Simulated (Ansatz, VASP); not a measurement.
**One calculation of Zr, two programs**

```xyz
2
Lattice="3.2320 0.0000 0.0000 -1.6160 2.7990 0.0000 0.0000 0.0000 5.1470" Properties=species:S:1:pos:R:3 pbc="T T T"
Zr    1.6160    0.9330    3.8603
Zr    0.0000    1.8660    1.2868
```

Alike in both runs: task single point; functional PBE; k mesh 9 × 9 × 5; occupations gaussian, width 0.013 eV; no spin polarisation.

|  | VASP | Ansatz |
| --- | --- | --- |
| version | VASP 6.6.1 | Ansatz 0.2.0 |
| potentials or method | VASP PAW PBE potentials, release 64 (Zr_sv), cutoff 520 eV | all-electron LAPW, scalar-relativistic |

```tsv
	VASP	Ansatz	Ansatz less VASP
gap on the k mesh at the Fermi level (eV)	none	none	-
pressure (GPa)	0.6	0.6	+0.01
traceless stress, the component that is largest in VASP (GPa)	0.75	0.76	+0.003
```

A gap of «none» marks a metal or a gap that the smearing closes. Ansatz ran all-electron here, and VASP with PAW potentials.
